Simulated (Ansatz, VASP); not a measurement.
Sn: VASP beside Ansatz

File INCAR:

```
PREC = Accurate
ENCUT = 600
EDIFF = 1E-7
ISMEAR = -1
SIGMA = 0.05
LREAL = F
LASPH = T
NELM = 60
ALGO = Fast
ISIF = 3
LWAVE = F
LCHARG = F
IBRION = 2
NSW = 60
EDIFFG = -0.01
```

File KPOINTS:

```
regular mesh
0
Gamma
  10 10 10
```

The input POSCAR:

```
Sn
1.0
   -1.8911382700      1.8977927600      1.8732002100
    1.8971113000     -1.9215372200      1.9029177100
    1.8832449900      1.9136439400     -1.8969446700
Sn
1
Direct
    0.0000000000      0.0000000000      0.0000000000
```

File input.yaml:

```yaml
crystal:
  lattice:
    - [-1.89113827, 1.89779276, 1.87320021]
    - [1.8971113, -1.92153722, 1.90291771]
    - [1.88324499, 1.91364394, -1.89694467]
  atoms:
    - { symbol: Sn, position: [0.0, 0.0, 0.0] }
hamiltonian:
  xc: lda
  pseudopotentials: { kind: paw }
kpoints:
  mp_grid: { grid: [10, 10, 10] }
scf:
  occupations: { method: fermi_dirac, width: 0.05 }
output:
  forces: true
  stress: true
  eigenvalues: true
relax:
  f_tol: 0.01
  max_steps: 40
  cell: { stress_tol: 0.05 }
```

Alike in both runs: task relaxation of cell and atoms; functional LDA; k mesh 10 × 10 × 10; occupations fermi-dirac, width 0.05 eV; no spin polarisation.

```csv
,VASP,Ansatz
version,VASP 6.6.1,Ansatz 0.2.0
potentials or method,"VASP PAW LDA potentials, release 64 (Sn_d)",Ansatz PAW
plane-wave cutoff (eV),600,420
valence electrons in the cell,14,14
```

Ansatz gave:

* gap on the k mesh at the Fermi level, each at its own relaxed structure (eV): none
* relaxed volume (Å³/atom): 25.44
* relaxed cell length with the largest relative difference (Å): 3.195

Task: Estimate VASP's values.

Result: gap on the k mesh at the Fermi level, each at its own relaxed structure (eV): none; relaxed volume (Å³/atom): 25.49; relaxed cell length with the largest relative difference (Å): 3.199.

LDA's correlation is that of Perdew and Zunger in VASP and of Perdew and Wang (1992) in Ansatz. A gap of «none» marks a metal or a gap that the smearing closes.

Noted on Ansatz's run: the plane-wave basis is chosen anew once the cell has moved, so the energies of steps on either side of that aren't comparable.
